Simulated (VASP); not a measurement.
# Si (a cell with a defect) in VASP: single point with PBEsol

Aim: the single point of Si (a cell with a defect) with PBEsol.

Program: VASP 6.6.1. These are calculated values, not measurements. Logs are shortened: lines on timing, memory, paths and dates and some standing lists are left out, and cuts for length are marked.

### Step 1. The cell of the first run

The cell holds a defect, 17 atoms: a = 7.679 Å, b = 7.679 Å, c = 7.679 Å, α = 60.00°, β = 60.00°, γ = 60.00°.

### Step 2. Single point, PBEsol

Contents of INCAR:

```
PREC = Accurate
ENCUT = 520
EDIFF = 1E-6
ISMEAR = 0
SIGMA = 0.02
LREAL = Auto
LASPH = T
NELM = 80
ALGO = Normal
ISIF = 2
LWAVE = F
LCHARG = F
GGA = PS
NBANDS = 48
```

Contents of KPOINTS:

```
Automatic mesh
0
Gamma
  2 2 2
```

Contents of POSCAR:

```
Si
1.0
    0.0000000000      5.4300000000      5.4300000000
    5.4300000000      0.0000000000      5.4300000000
    5.4300000000      5.4300000000      0.0000000000
Si
17
Direct
   -0.0219087477     -0.0219350829      0.0658816759
    0.1268058011      0.1269827808      0.1368614180
    0.0090351750      0.0096992634      0.5088896869
    0.1047255064      0.1045150092      0.6862387661
    0.0153300184      0.4979720074     -0.0111904236
    0.1269293738      0.6094616022      0.1367063536
    0.0093836096      0.4722821363      0.5087425414
    0.1520680479      0.6154941989      0.6167768877
    0.4977803867      0.0154702578     -0.0109015654
    0.6094632597      0.1268700737      0.1369993554
    0.4726623389      0.0093829650      0.5090275322
    0.6153647330      0.1525811234      0.6170601289
    0.4979102210      0.4978639963     -0.0110507366
    0.6467078269      0.6468737569      0.0597538674
    0.5200389503      0.5203802026      0.4394829650
    0.6157046041      0.6151674033      0.6169152855
    0.8123744015      0.8124425414      0.5628677716
```

Potentials or basis: VASP PAW PBE potentials, release 64 (Si).

Command:

```sh
$ cat potpaw_PBE.64/Si/POTCAR > POTCAR
$ mpirun -np 1 vasp_std > vasp.out
```

OUTCAR:

```text
PREC = Accurate
   ENCUT = 520
   EDIFF = 1E-6
   ISMEAR = 0
   LREAL = Auto
   LASPH = T
   NELM = 80
   ISIF = 2
   GGA = PS

 ion  position               nearest neighbor table
   1  0.978  0.978  0.066-  10 2.34   2 2.34   6 2.34   4 2.38  17 3.12
   2  0.127  0.127  0.137-   9 2.33   5 2.33   3 2.33   1 2.34
   3  0.009  0.010  0.509-   2 2.33   4 2.34  17 2.40  12 2.47   8 2.48
   4  0.105  0.105  0.686-   7 2.33   3 2.34  11 2.34   1 2.38
   5  0.015  0.498  0.989-   6 2.33   2 2.33   8 2.33  14 2.34
   6  0.127  0.609  0.137-  13 2.33   5 2.33   7 2.33   1 2.34
   7  0.009  0.472  0.509-   6 2.33   4 2.33  17 2.41  16 2.47   8 2.47
   8  0.152  0.615  0.617-   5 2.33  15 2.34  17 2.40   7 2.47   3 2.48
   9  0.498  0.015  0.989-   2 2.33  10 2.33  12 2.33  14 2.34
  10  0.609  0.127  0.137-   9 2.33  13 2.33  11 2.33   1 2.34
  11  0.473  0.009  0.509-  10 2.33   4 2.34  17 2.40  12 2.47  16 2.48
  12  0.615  0.153  0.617-   9 2.33  15 2.33  17 2.41   3 2.47  11 2.47
  13  0.498  0.498  0.989-   6 2.33  10 2.33  16 2.33  14 2.34
  14  0.647  0.647  0.060-   5 2.34  13 2.34   9 2.34  15 2.38  17 3.12
  15  0.520  0.520  0.439-  12 2.33  16 2.34   8 2.34  14 2.38
  16  0.616  0.615  0.617-  13 2.33  15 2.34  17 2.40   7 2.47  11 2.48
  17  0.812  0.812  0.563-  11 2.40   8 2.40  16 2.40   3 2.40   7 2.41  12 2.41  14 3.12   1 3.12

  LATTYP: Found a face centered cubic cell.
 ALAT       =    10.8600000000

  Lattice vectors:

 A1 = (   0.0000000000,   5.4300000000,   5.4300000000)
 A2 = (   5.4300000000,   0.0000000000,   5.4300000000)
 A3 = (   5.4300000000,   5.4300000000,   0.0000000000)

Analysis of symmetry for initial positions (statically):
=====================================================================
 Subroutine PRICEL returns:
 Original cell was already a primitive cell.

 Routine SETGRP: Setting up the symmetry group for a
 face centered cubic supercell.

 Subroutine GETGRP returns: Found  1 space group operations
 (whereof  1 operations were pure point group operations)
 out of a pool of 48 trial point group operations.

The static configuration has the point symmetry C_1 .

Analysis of symmetry for dynamics (positions and initial velocities):
=====================================================================
 Subroutine PRICEL returns:
 Original cell was already a primitive cell.

 Routine SETGRP: Setting up the symmetry group for a
 face centered cubic supercell.

 Subroutine GETGRP returns: Found  1 space group operations
 (whereof  1 operations were pure point group operations)
[... 121 lines left out ...]
   ISIF   =      2    stress and relaxation
   ISYM   =      2    0-nonsym 1-usesym 2-fastsym
   POTIM  = 0.5000    time-step for ionic-motion
   TEBEG  =    0.0;   TEEND  =   0.0 temperature during run
   PSTRESS=    0.0 pullay stress
   NELECT =      68.0000    total number of electrons
   NUPDOWN=      -1.0000    fix difference up-down
   EMIN   =  10.00;   EMAX   =-10.00  energy-range for DOS
   EFERMI =   0.00;   METHOD = LEGACY
   ISMEAR =     0;   SIGMA  =   0.02  broadening in eV -4-tet -1-fermi 0-gaus
   EFERMI_NEDOS =   21; number of points for ismear=-14 and -15
   IALGO  =     38    algorithm
   IMIX   =      4    mixing-type and parameters
     AMIX     =   0.40;   BMIX     =  1.00
     AMIX_MAG =   1.60;   BMIX_MAG =  1.00
  volume/ion in A,a.u.               =      18.84       127.11
  Fermi-wavevector in a.u.,A,eV,Ry     =   0.976715  1.845724 12.979587  0.953973
  Thomas-Fermi vector in A             =   2.107356
   LORBIT       =      0    0 simple, 1 ext, 2 COOP (PROOUT), +10 PAW based schemes
   GGA     = PS    functional components
   LHFCALC =     F    Hartree Fock is set to
   AEXX    =    0.0000 exact exchange contribution
   IVDW    =     0    specifies the selected vdW correction
   LEPSILON=     F    determine dielectric tensor
   LRPA    =     F    only Hartree local field effects (RPA)
 non-spin polarized calculation
 Gauss-broadening in eV      SIGMA  =   0.02
  energy-cutoff  :      520.00
  volume of cell :      320.21
 maximum number of plane-waves:      8646
 NGX is ok and might be reduce to    60
   NGX = 29   NGY = 29   NGZ = 29

 number of electron      68.0000000 magnetization

 Free energy of the ion-electron system (eV)
  ---------------------------------------------------
  ext. energy  EPLUGINS =         0.00000000
  ---------------------------------------------------
  free energy    TOTEN  =       -93.62828094 eV

  energy without entropy =      -93.62802925  energy(sigma->0) =      -93.62815509

 E-fermi :   6.5700     XC(G=0):  -9.8252

 val. band max:        6.5387002462   @ k =   0.0000   0.0000   0.5000
 cond. band min:       6.6019847091   @ k =   0.0000   0.0000   0.0000
 fundamental gap:      0.0632844630
 Fermi energy:         6.5699501373

 k-point     1 :       0.0000    0.0000    0.0000
  band No.  band energies     occupation
      1      -6.2751      2.00000
      2      -3.9060      2.00000
      3      -3.6820      2.00000
      4      -3.6797      2.00000
      5      -3.4147      2.00000
      6      -2.5788      2.00000
[... 381 lines left out ...]
     45      10.2628      0.00000
     46      10.3395      0.00000
 [bands above 46 left out]

------------------------ aborting loop because EDIFF is reached ----------------------------------------

  FORCE on cell =-STRESS in cart. coord.  units (eV):
  Direction    XX          YY          ZZ          XY          YZ          ZX
  --------------------------------------------------------------------------------------
  -------------------------------------------------------------------------------------
  Total        5.1432619      5.2243417      5.1847242     -0.8335004      0.8706586      0.8000019
  in kB       25.7347371     26.1404266     25.9421971     -4.1704881      4.3564126      4.0028757
  external PRESSURE =      25.9391203 kB  Pullay stress =       0.0000000 kB

 VOLUME and BASIS-vectors are now :
 -----------------------------------------------------------------------------
  energy-cutoff  :      520.00
  volume of cell :      320.21
      direct lattice vectors                 reciprocal lattice vectors
     0.000000000  5.430000000  5.430000000    -0.092081031  0.092081031  0.092081031
     5.430000000  0.000000000  5.430000000     0.092081031 -0.092081031  0.092081031
     5.430000000  5.430000000  0.000000000     0.092081031  0.092081031 -0.092081031

 POSITION                                       TOTAL-FORCE (eV/Angst)
 -----------------------------------------------------------------------------------
      5.66863      5.66877     10.62193         0.019688      0.018995     -0.020367
      1.43267      1.43171      1.37807         0.016006      0.014213      0.035879
      2.81594      2.81233      0.10173        -0.029156     -0.012787     -0.005073
      4.29379      4.29494      1.13618         0.006243      0.008869     -0.007598
      8.07322      5.45248      2.78723        -0.013045      0.034914      0.012526
      4.05169      1.43154      3.99860        -0.034113      0.015111     -0.016026
[... 9 lines left out ...]
      6.69021      6.69313      6.68364         0.027736      0.011246      0.003530
      7.46793      7.46756      8.82276        -0.000524     -0.000106      0.000429
 -----------------------------------------------------------------------------------
    total drift:                               -0.002497     -0.002493      0.002879

  FREE ENERGIE OF THE ION-ELECTRON SYSTEM (eV)
  ---------------------------------------------------
  free  energy   TOTEN  =       -93.6282809434 eV

  energy  without entropy=      -93.6280292452  energy(sigma->0) =      -93.62815509
```

OSZICAR:

```text
N       E                     dE             d eps       ncg     rms          rms(c)
DAV:   1     0.155548120476E+03    0.15555E+03   -0.25981E+04   768   0.117E+03
DAV:   2    -0.805020985739E+02   -0.23605E+03   -0.22378E+03   928   0.171E+02
DAV:   3    -0.952470773478E+02   -0.14745E+02   -0.14430E+02   992   0.372E+01
DAV:   4    -0.955611972152E+02   -0.31412E+00   -0.31311E+00   952   0.665E+00
DAV:   5    -0.955688956122E+02   -0.76984E-02   -0.76953E-02   976   0.986E-01    0.148E+01
DAV:   6    -0.941515886562E+02    0.14173E+01   -0.12654E+00   920   0.341E+00    0.882E+00
DAV:   7    -0.936275053392E+02    0.52408E+00   -0.12200E+00   928   0.321E+00    0.121E+00
DAV:   8    -0.936283759744E+02   -0.87064E-03   -0.76998E-02   904   0.100E+00    0.505E-01
DAV:   9    -0.936280467586E+02    0.32922E-03   -0.74490E-03   928   0.290E-01    0.248E-01
DAV:  10    -0.936282098251E+02   -0.16307E-03   -0.20393E-03   904   0.142E-01    0.898E-02
DAV:  11    -0.936282728521E+02   -0.63027E-04   -0.20813E-04   920   0.540E-02    0.481E-02
DAV:  12    -0.936282806894E+02   -0.78373E-05   -0.29686E-05   952   0.198E-02    0.122E-02
DAV:  13    -0.936282809434E+02   -0.25399E-06   -0.50114E-06   896   0.794E-03
   1 F= -.93628281E+02 E0= -.93628155E+02  d E =-.251698E-03
```

It took 2.7 min on 1 thread of Intel Xeon Platinum 8488C (Sapphire Rapids), shared host; peak memory 0.47 GiB.

Results:

```yaml
Free_energy: -93.6283 eV
Pressure: 2.6 GPa
Largest_force: 0.042 eV/Å
Band_gap_on_the_k_mesh: 0.06 eV
```

Forces in eV/Å, atoms in the order of the input:
```
Si   0.020  0.019 -0.020
Si   0.016  0.014  0.036
Si  -0.029 -0.013 -0.005
Si   0.006  0.009 -0.008
Si  -0.013  0.035  0.013
Si  -0.034  0.015 -0.016
Si   0.011 -0.021  0.030
Si   0.020  0.003 -0.011
Si   0.033 -0.013  0.014
Si   0.015 -0.037 -0.013
Si  -0.023 -0.001  0.013
Si  -0.011  0.020 -0.027
Si  -0.014 -0.012 -0.035
Si  -0.018 -0.018  0.018
Si  -0.006 -0.010  0.008
Si   0.028  0.011  0.004
Si  -0.001  0.000  0.000
```

Caveat: the k points lie up to 0.50 Å⁻¹ apart; the PAW data sets were made with another functional, which shifts forces and pressure a little.
